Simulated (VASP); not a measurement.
The system is AlN.

```xyz
2
Lattice="0.0000 2.0353 2.0353 2.0353 0.0000 2.0353 2.0353 2.0353 0.0000" Properties=species:S:1:pos:R:3 pbc="T T T"
Al    2.0353    2.0353    2.0353
N     0.0000    0.0000    0.0000
```

Base run:

- Program: VASP 6.6.1
- Functional: r2SCAN
- Potentials or basis: VASP PAW PBE potentials, release 64 (Al, N)
- Cutoff: 660 eV
- k mesh: 10 × 10 × 10
- Occupations: gaussian, width 0.02 eV
- Spin: no spin polarisation

Its results: band gap on the k mesh 5.28 eV (least direct gap 6.22 eV); pressure -7.1 GPa.

Task: The run is repeated on the same cell with these changes: functional from r2SCAN to PBE; cutoff from 660 eV to 600 eV. What comes out?

Result: Band gap on the k mesh 4.41 eV (least direct gap 5.39 eV); pressure -0.4 GPa.

Caveats: the cell stands under tension (at least some runs); the PAW data sets were made with another functional, which shifts forces and pressure a little (at least some runs).

A k mesh can miss the band edges.
